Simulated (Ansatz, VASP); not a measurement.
**One calculation of HfC, two programs**

```
Hf C
1.0
     0.00000    2.35560    2.35560
     2.35560    0.00000    2.35560
     2.35560    2.35560    0.00000
Hf C
1 1
Direct
  0.50000 0.50000 0.50000
  0.00000 0.00000 0.00000
```

Change from the starting cell: volume scaled by 1.04.

Alike in both runs: task single point; functional PBE; k mesh 15 × 15 × 15; occupations fermi-dirac, width 0.05 eV; no spin polarisation.

```csv
,VASP,Ansatz
version,VASP 6.6.1,Ansatz 0.2.0
potentials or method,"VASP PAW PBE potentials, release 64 (Hf_pv, C), cutoff 520 eV","all-electron LAPW, scalar-relativistic"
```

VASP gave:

- pressure (GPa): -9.1

Q: What did Ansatz give for the same quantities?

A: Pressure (GPa): -8.3.

Ansatz ran all-electron here, and VASP with PAW potentials.

Neither program's run includes spin-orbit coupling.
